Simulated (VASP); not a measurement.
Here is a VASP 6.6.1 calculation.

The input INCAR:

```
ALGO = Normal
EDIFF = 1E-7
ENCUT = 520
GGA = PS
ISIF = 2
ISMEAR = 0
LASPH = T
LCHARG = F
LREAL = F
LWAVE = F
NBANDS = 16
NELM = 60
PREC = Accurate
SIGMA = 0.01
```

The input KPOINTS:

```
k-points
0
Gamma
  14 14 14
```

Contents of POSCAR:

```
GaSb
1.0
    0.0000000000      3.0558845809      3.0558845809
    3.0558845809      0.0000000000      3.0558845809
    3.0558845809      3.0558845809      0.0000000000
Ga Sb
1 1
Direct
    0.0000000000      0.0000000000      0.0000000000
    0.2500000000      0.2500000000      0.2500000000
```

Potentials or basis: VASP PAW PBE potentials, release 64 (Ga_d, Sb).

The run is started by

```sh
$ cat potpaw_PBE.64/Ga_d/POTCAR potpaw_PBE.64/Sb/POTCAR > POTCAR
$ mpirun -np 1 vasp_std > vasp.out
```

Problem. Predict the pressure.

Solution. 0.1 GPa.

Caveat: the PAW data sets were made with another functional, which shifts forces and pressure a little.
